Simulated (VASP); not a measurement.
# BP (F-43m) in VASP: a series of runs

BP is run at these levels: LDA; tasks: single point.

All numbers are computed with VASP 6.6.1; they aren't measurements. Logs are shortened: lines on timing, memory, paths and dates and some standing lists are left out, and cuts for length are marked.

## Step 1: The cell of the first run

The structure is cubic, space group F-43m (No. 216). Conventional cell: a = 4.477 Å, b = 4.477 Å, c = 4.477 Å, α = 90.00°, β = 90.00°, γ = 90.00°. B (site symmetry -43m) has 4 P at 1.94 Å within 2.6 Å. Within 2.6 Å of P (site symmetry -43m) lie 4 B at 1.94 Å.

## Step 2: Single point, LDA (volume scaled by 0.96)

Contents of INCAR:

```
SYSTEM = BP
PREC = Accurate
ENCUT = 520
EDIFF = 1E-7
ISMEAR = -1
SIGMA = 0.05
LREAL = .False.
LASPH = .True.
NELM = 100
ALGO = Normal
ISIF = 2
LWAVE = .False.
LCHARG = .False.
GGA = CA
NBANDS = 11
```

Contents of KPOINTS:

```
regular mesh
0
Gamma
  15 15 15
  0 0 0
```

Contents of POSCAR:

```
BP
1.0
    0.0000000000      2.2383340787      2.2383340787
    2.2383340787      0.0000000000      2.2383340787
    2.2383340787      2.2383340787      0.0000000000
B P
1 1
Direct
    0.0000000000      0.0000000000      0.0000000000
    0.7500000000      0.7500000000      0.7500000000
```

Potentials or basis: VASP PAW LDA potentials, release 64 (B, P).

Launch:

```sh
cat potpaw_LDA.64/B/POTCAR potpaw_LDA.64/P/POTCAR > POTCAR
mpirun -np 1 vasp_std > vasp.out
```

OUTCAR:

```text
SYSTEM = BP
   PREC = Accurate
   ENCUT = 520
   EDIFF = 1E-7
   ISMEAR = -1
   LREAL = .False.
   LASPH = .True.
   NELM = 100
   ISIF = 2
   GGA = CA

 ion  position               nearest neighbor table
   1  0.000  0.000  0.000-   2 1.94   2 1.94   2 1.94   2 1.94
   2  0.750  0.750  0.750-   1 1.94   1 1.94   1 1.94   1 1.94

  LATTYP: Found a face centered cubic cell.
 ALAT       =     4.4766681574

  Lattice vectors:

 A1 = (   0.0000000000,   2.2383340787,   2.2383340787)
 A2 = (   2.2383340787,   0.0000000000,   2.2383340787)
 A3 = (   2.2383340787,   2.2383340787,   0.0000000000)

Analysis of symmetry for initial positions (statically):
[... 5 lines left out ...]
 face centered cubic supercell.

 Subroutine GETGRP returns: Found 24 space group operations
 (whereof 24 operations were pure point group operations)
 out of a pool of 48 trial point group operations.

The static configuration has the point symmetry T_d .

Analysis of symmetry for dynamics (positions and initial velocities):
[... 5 lines left out ...]
 face centered cubic supercell.

 Subroutine GETGRP returns: Found 24 space group operations
 (whereof 24 operations were pure point group operations)
 out of a pool of 48 trial point group operations.

The dynamic configuration has the point symmetry T_d .

 Subroutine INISYM returns: Found 24 space group operations
 (whereof 24 operations are pure point group operations),
 and found     1 'primitive' translations

----------------------------------------------------------------------------------------

                                     Primitive cell

  volume of cell :      22.4287

  direct lattice vectors                    reciprocal lattice vectors
     0.000000000  2.238334079  2.238334079    -0.223380417  0.223380417  0.223380417
     2.238334079  0.000000000  2.238334079     0.223380417 -0.223380417  0.223380417
     2.238334079  2.238334079  0.000000000     0.223380417  0.223380417 -0.223380417

  length of vectors
     3.165482411  3.165482411  3.165482411     0.386906232  0.386906232  0.386906232

  position of ions in fractional coordinates (direct lattice)
     0.000000000  0.000000000  0.000000000
     0.750000000  0.750000000  0.750000000

  ion indices of the primitive-cell ions
   primitive index   ion index
                 1           1
                 2           2

----------------------------------------------------------------------------------------

 KPOINTS: regular mesh

Automatic generation of k-mesh.
[... 65 lines left out ...]
   NELM   =    100;   NELMIN=  2; NELMDL= -5     # of ELM steps
   EDIFF  = 0.1E-06   stopping-criterion for ELM
   LREAL  =      F    real-space projection
   EDIFFG = 0.1E-05   stopping-criterion for IOM
   NSW    =      0    number of steps for IOM
   IBRION =     -1    ionic relax: 0-MD 1-quasi-New 2-CG
   NFREE  =      0    steps in history (QN), initial steepest desc. (CG)
   ISIF   =      2    stress and relaxation
   ISYM   =      2    0-nonsym 1-usesym 2-fastsym
   POTIM  = 0.5000    time-step for ionic-motion
   TEBEG  =    0.0;   TEEND  =   0.0 temperature during run
   PSTRESS=    0.0 pullay stress
   NELECT =       8.0000    total number of electrons
   NUPDOWN=      -1.0000    fix difference up-down
   EMIN   =  10.00;   EMAX   =-10.00  energy-range for DOS
   EFERMI =   0.00;   METHOD = LEGACY
   ISMEAR =    -1;   SIGMA  =   0.05  broadening in eV -4-tet -1-fermi 0-gaus
   EFERMI_NEDOS =   21; number of points for ismear=-14 and -15
   IALGO  =     38    algorithm
   IMIX   =      4    mixing-type and parameters
     AMIX     =   0.40;   BMIX     =  1.00
     AMIX_MAG =   1.60;   BMIX_MAG =  1.00
  volume/ion in A,a.u.               =      11.21        75.68
  Fermi-wavevector in a.u.,A,eV,Ry     =   1.161012  2.193994 18.339948  1.347948
  Thomas-Fermi vector in A             =   2.297588
   LORBIT       =      0    0 simple, 1 ext, 2 COOP (PROOUT), +10 PAW based schemes
   GGA     = CA    functional components
   LHFCALC =     F    Hartree Fock is set to
   AEXX    =    0.0000 exact exchange contribution
   IVDW    =     0    specifies the selected vdW correction
   LEPSILON=     F    determine dielectric tensor
   LRPA    =     F    only Hartree local field effects (RPA)
 non-spin polarized calculation
  energy-cutoff  :      520.00
  volume of cell :       22.43
 maximum number of plane-waves:       620
   NGX = 11   NGY = 11   NGZ = 11

 number of electron       8.0000001 magnetization

 Free energy of the ion-electron system (eV)
  ---------------------------------------------------
  ext. energy  EPLUGINS =         0.00000000
  ---------------------------------------------------
  free energy    TOTEN  =       -14.39871192 eV

  energy without entropy =      -14.39871186  energy(sigma->0) =      -14.39871189

 E-fermi :   8.4552     XC(G=0): -11.2573

 val. band max:        7.8993638631   @ k =   0.0000   0.0000   0.0000
 cond. band min:       9.0395871093   @ k =   0.4000   0.4000   0.0000
 fundamental gap:      1.1402232462
 Fermi energy:         8.4551606786

 k-point     1 :       0.0000    0.0000    0.0000
  band No.  band energies     occupation
      1      -7.8547      2.00000
      2       7.8994      1.99997
      3       7.8994      1.99997
      4       7.8994      1.99997
      5      11.3443      0.00000
      6      11.3443      0.00000
      7      11.3443      0.00000
      8      15.8984      0.00000
      9      19.4491      0.00000
     10      20.2026      0.00000
     11      20.2026      0.00000
[... 309 lines left out ...]
 k-point    24 :       0.2000    0.1333    0.0000
  band No.  band energies     occupation
      1      -7.1143      2.00000
      2       5.2596      2.00000
      3       6.1265      2.00000
      4       6.5242      2.00000
      5      10.6017      0.00000
      6      13.6933      0.00000
      7      13.8211      0.00000
      8      15.0945      0.00000
      9      19.0402      0.00000
     10      20.6918      0.00000
     11      21.5703      0.00000

 [... further k-points ...]
[... 5 lines left out ...]
  --------------------------------------------------------------------------------------
  -------------------------------------------------------------------------------------
  Total        0.2137606      0.2137606      0.2137606     -0.0000000     -0.0000000      0.0000000
  in kB       15.2698070     15.2698070     15.2698070     -0.0000000     -0.0000000      0.0000000
  external PRESSURE =      15.2698070 kB  Pullay stress =       0.0000000 kB

 VOLUME and BASIS-vectors are now :
 -----------------------------------------------------------------------------
  energy-cutoff  :      520.00
  volume of cell :       22.43
      direct lattice vectors                 reciprocal lattice vectors
     0.000000000  2.238334079  2.238334079    -0.223380417  0.223380417  0.223380417
     2.238334079  0.000000000  2.238334079     0.223380417 -0.223380417  0.223380417
     2.238334079  2.238334079  0.000000000     0.223380417  0.223380417 -0.223380417

 POSITION                                       TOTAL-FORCE (eV/Angst)
 -----------------------------------------------------------------------------------
      0.00000      0.00000      0.00000        -0.000000     -0.000000     -0.000000
      3.35750      3.35750      3.35750         0.000000      0.000000      0.000000
 -----------------------------------------------------------------------------------
    total drift:                                0.000000      0.000000     -0.000000

  FREE ENERGIE OF THE ION-ELECTRON SYSTEM (eV)
  ---------------------------------------------------
  free  energy   TOTEN  =       -14.3987119207 eV

  energy  without entropy=      -14.3987118597  energy(sigma->0) =      -14.39871189
```

OSZICAR:

```text
N       E                     dE             d eps       ncg     rms          rms(c)
DAV:   1     0.829212960424E+01    0.82921E+01   -0.40609E+03  2640   0.658E+02
DAV:   2    -0.147157156244E+02   -0.23008E+02   -0.22101E+02  3566   0.112E+02
DAV:   3    -0.153190693057E+02   -0.60335E+00   -0.60196E+00  3308   0.160E+01
DAV:   4    -0.153214476937E+02   -0.23784E-02   -0.23781E-02  3020   0.119E+00
DAV:   5    -0.153214601632E+02   -0.12469E-04   -0.12469E-04  3250   0.850E-02    0.779E+00
DAV:   6    -0.145378993338E+02    0.78356E+00   -0.17382E+00  3009   0.577E+00    0.409E+00
DAV:   7    -0.144116892044E+02    0.12621E+00   -0.29516E-01  3317   0.271E+00    0.133E+00
DAV:   8    -0.143986709458E+02    0.13018E-01   -0.32802E-02  3086   0.985E-01    0.235E-01
DAV:   9    -0.143987157825E+02   -0.44837E-04   -0.80316E-04  3063   0.200E-01    0.169E-01
DAV:  10    -0.143987101127E+02    0.56698E-05   -0.12692E-04  2901   0.641E-02    0.359E-02
DAV:  11    -0.143987124091E+02   -0.22964E-05   -0.87063E-06  3266   0.147E-02    0.441E-02
DAV:  12    -0.143987119119E+02    0.49722E-06   -0.28065E-06  3021   0.704E-03    0.156E-02
DAV:  13    -0.143987119207E+02   -0.88060E-08   -0.83410E-08  1638   0.191E-03
   1 F= -.14398712E+02 E0= -.14398712E+02  d E =-.609855E-07
```

Run time: 33 s. Hardware: 1 thread of AMD EPYC 7R43 (Zen 3), shared host; peak memory 0.11 GiB.

What came out:

* Free energy: -14.3987 eV
* Pressure: 1.5 GPa
* Band gap on the k mesh: 1.14 eV, indirect (least direct gap 3.44 eV)

Levels at points of the mesh, in eV from the valence-band top:
```tsv
k point	band 2	band 3	band 4	band 5	band 6	band 7
(0.00, 0.00, 0.00)	0.00	0.00	0.00	3.44	3.44	3.44
```

 A k mesh can miss the band edges.

## Step 3: Single point, LDA (volume scaled by 0.98)

Contents of INCAR:

```
PREC     = Accurate       # precision mode
ENCUT    = 520            # plane-wave cutoff, eV
EDIFF    = 1E-6           # SCF threshold, eV
ISMEAR   = -1             # smearing method
SIGMA    = 0.05           # smearing width, eV
LREAL    = F              # projectors in reciprocal space
LASPH    = T              # aspherical terms in the spheres
NELM     = 80             # most SCF steps
ALGO     = Normal         # electronic algorithm
ISIF     = 2              # what is computed and relaxed
LWAVE    = F              # write WAVECAR
LCHARG   = F              # write CHGCAR
NBANDS   = 11             # bands
```

Contents of KPOINTS:

```
regular mesh
0
Gamma
  15 15 15
```

Contents of POSCAR:

```
BP
1.0
    0.0000000000      2.2537713532      2.2537713532
    2.2537713532      0.0000000000      2.2537713532
    2.2537713532      2.2537713532      0.0000000000
B P
1 1
Direct
    0.0000000000      0.0000000000      0.0000000000
    0.7500000000      0.7500000000      0.7500000000
```

Potentials or basis: VASP PAW LDA potentials, release 64 (B, P).

Launch:

```sh
cat potpaw_LDA.64/B/POTCAR potpaw_LDA.64/P/POTCAR > POTCAR
mpirun -np 1 vasp_std > vasp.out
```

OUTCAR:

```text
PREC = Accurate
   ENCUT = 520
   EDIFF = 1E-6
   ISMEAR = -1
   LREAL = F
   LASPH = T
   NELM = 80
   ISIF = 2

 ion  position               nearest neighbor table
   1  0.000  0.000  0.000-   2 1.95   2 1.95   2 1.95   2 1.95
   2  0.750  0.750  0.750-   1 1.95   1 1.95   1 1.95   1 1.95

  LATTYP: Found a face centered cubic cell.
 ALAT       =     4.5075427064

  Lattice vectors:

 A1 = (   0.0000000000,   2.2537713532,   2.2537713532)
 A2 = (   2.2537713532,   0.0000000000,   2.2537713532)
 A3 = (   2.2537713532,   2.2537713532,   0.0000000000)

Analysis of symmetry for initial positions (statically):
[... 5 lines left out ...]
 face centered cubic supercell.

 Subroutine GETGRP returns: Found 24 space group operations
 (whereof 24 operations were pure point group operations)
 out of a pool of 48 trial point group operations.

The static configuration has the point symmetry T_d .

Analysis of symmetry for dynamics (positions and initial velocities):
[... 5 lines left out ...]
 face centered cubic supercell.

 Subroutine GETGRP returns: Found 24 space group operations
 (whereof 24 operations were pure point group operations)
 out of a pool of 48 trial point group operations.

The dynamic configuration has the point symmetry T_d .

 Subroutine INISYM returns: Found 24 space group operations
 (whereof 24 operations are pure point group operations),
 and found     1 'primitive' translations

----------------------------------------------------------------------------------------

                                     Primitive cell

  volume of cell :      22.8960

  direct lattice vectors                    reciprocal lattice vectors
     0.000000000  2.253771353  2.253771353    -0.221850366  0.221850366  0.221850366
     2.253771353  0.000000000  2.253771353     0.221850366 -0.221850366  0.221850366
     2.253771353  2.253771353  0.000000000     0.221850366  0.221850366 -0.221850366

  length of vectors
     3.187314014  3.187314014  3.187314014     0.384256106  0.384256106  0.384256106

  position of ions in fractional coordinates (direct lattice)
[... 99 lines left out ...]
     AMIX_MAG =   1.60;   BMIX_MAG =  1.00
  volume/ion in A,a.u.               =      11.45        77.25
  Fermi-wavevector in a.u.,A,eV,Ry     =   1.153059  2.178966 18.089568  1.329546
  Thomas-Fermi vector in A             =   2.289706
   LORBIT       =      0    0 simple, 1 ext, 2 COOP (PROOUT), +10 PAW based schemes
   GGA     = CA    functional components
   LHFCALC =     F    Hartree Fock is set to
   AEXX    =    0.0000 exact exchange contribution
   IVDW    =     0    specifies the selected vdW correction
   LEPSILON=     F    determine dielectric tensor
   LRPA    =     F    only Hartree local field effects (RPA)
 non-spin polarized calculation
  energy-cutoff  :      520.00
  volume of cell :       22.90
 maximum number of plane-waves:       629
   NGX = 11   NGY = 11   NGZ = 11

 number of electron       8.0000001 magnetization

 Free energy of the ion-electron system (eV)
  ---------------------------------------------------
  ext. energy  EPLUGINS =         0.00000000
  ---------------------------------------------------
  free energy    TOTEN  =       -14.39807933 eV

  energy without entropy =      -14.39807928  energy(sigma->0) =      -14.39807930

 E-fermi :   8.2175     XC(G=0): -11.1716

 val. band max:        7.6484245754   @ k =   0.0000   0.0000   0.0000
 cond. band min:       8.8127707490   @ k =   0.4000   0.4000   0.0000
 fundamental gap:      1.1643461736
 Fermi energy:         8.2174704580

 k-point     1 :       0.0000    0.0000    0.0000
  band No.  band energies     occupation
      1      -7.9207      2.00000
      2       7.6484      1.99998
      3       7.6484      1.99998
      4       7.6484      1.99998
      5      11.0589      0.00000
      6      11.0589      0.00000
      7      11.0589      0.00000
      8      15.3271      0.00000
      9      19.0482      0.00000
     10      19.8896      0.00000
     11      19.8896      0.00000
[... 309 lines left out ...]
 k-point    24 :       0.2000    0.1333    0.0000
  band No.  band energies     occupation
      1      -7.1927      2.00000
      2       5.0321      2.00000
      3       5.9089      2.00000
      4       6.2809      2.00000
      5      10.3343      0.00000
      6      13.3534      0.00000
      7      13.4909      0.00000
      8      14.7668      0.00000
      9      18.5725      0.00000
     10      20.3714      0.00000
     11      21.1260      0.00000

 [... further k-points ...]
[... 5 lines left out ...]
  --------------------------------------------------------------------------------------
  -------------------------------------------------------------------------------------
  Total       -0.2953255     -0.2953255     -0.2953255      0.0000000     -0.0000000      0.0000000
  in kB      -20.6657852    -20.6657852    -20.6657852      0.0000000     -0.0000000      0.0000000
  external PRESSURE =     -20.6657852 kB  Pullay stress =       0.0000000 kB

 VOLUME and BASIS-vectors are now :
 -----------------------------------------------------------------------------
  energy-cutoff  :      520.00
  volume of cell :       22.90
      direct lattice vectors                 reciprocal lattice vectors
     0.000000000  2.253771353  2.253771353    -0.221850366  0.221850366  0.221850366
     2.253771353  0.000000000  2.253771353     0.221850366 -0.221850366  0.221850366
     2.253771353  2.253771353  0.000000000     0.221850366  0.221850366 -0.221850366

 POSITION                                       TOTAL-FORCE (eV/Angst)
 -----------------------------------------------------------------------------------
      0.00000      0.00000      0.00000         0.000000      0.000000     -0.000000
      3.38066      3.38066      3.38066        -0.000000     -0.000000      0.000000
 -----------------------------------------------------------------------------------
    total drift:                               -0.000000     -0.000000     -0.000000

  FREE ENERGIE OF THE ION-ELECTRON SYSTEM (eV)
  ---------------------------------------------------
  free  energy   TOTEN  =       -14.3980793268 eV

  energy  without entropy=      -14.3980792788  energy(sigma->0) =      -14.39807930
```

stdout:

```text
POSCAR found type information on POSCAR B P
 POSCAR found :  2 types and       2 ions
 scaLAPACK will be used
 LDA part: xc-table for (Slater(with rela. corr.)+CA(PZ))
 , standard interpolation
 POSCAR, INCAR and KPOINTS ok, starting setup
 FFT: planning ... GRIDC
 FFT: planning ... GRID_SOFT
 FFT: planning ... GRID
 WAVECAR not read
 entering main loop
```

Wall time 28 s (1 thread of AMD EPYC 7R43 (Zen 3), shared host); peak memory 0.11 GiB.

What came out:

```yaml
Free_energy: -14.3981 eV
Pressure: -2.1 GPa
Band_gap_on_the_k_mesh: 1.16 eV, indirect (least direct gap 3.41 eV)
```

 A k mesh can miss the band edges.

(Continued in part 2 of 3.)
